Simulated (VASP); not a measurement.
Ta:

```
Ta
1.0
    -1.65128    1.65128    1.65128
     1.65128   -1.65128    1.65128
     1.65128    1.65128   -1.65128
Ta
1
Direct
  0.00000 0.00000 0.00000
```

| Property | Result |
| --- | --- |
| Program | VASP 6.6.1 |
| Task | relaxation of cell and atoms |
| Functional | RPBE |
| Potentials or basis | VASP PAW PBE potentials, release 64 (Ta_pv) |
| Cutoff | 600 eV |
| k mesh | 11 × 11 × 11 |
| Occupations | fermi-dirac, width 0.05 eV |
| Spin | no spin polarisation |

At the start: pressure 6.2 GPa; volume 18.01 Å³/atom.

Q: Where does the relaxation end?

A: Over 4 steps the energy falls by 10.8 meV/atom and the volume is 18.59 Å³/atom (+3.2 %); space group Im-3m (No. 229, to 0.05 Å).

The path:
```
step  energy change (eV)  largest force (eV/Å)  pressure (GPa)  volume (Å³)
   1              0.0000                0.0000            6.21        18.01
   2              0.0373                0.0000          -11.17        19.89
   3             -0.0108                0.0000           -0.11        18.60
   4             -0.0108                0.0000           -0.03        18.59
```

Final structure:
```xyz
1
Lattice="-1.6687 1.6687 1.6687 1.6687 -1.6687 1.6687 1.6687 1.6687 -1.6687" Properties=species:S:1:pos:R:3 pbc="T T T"
Ta    0.0000    0.0000    0.0000
```

Caveat: the PAW data sets were made with another functional, which shifts forces and pressure a little.
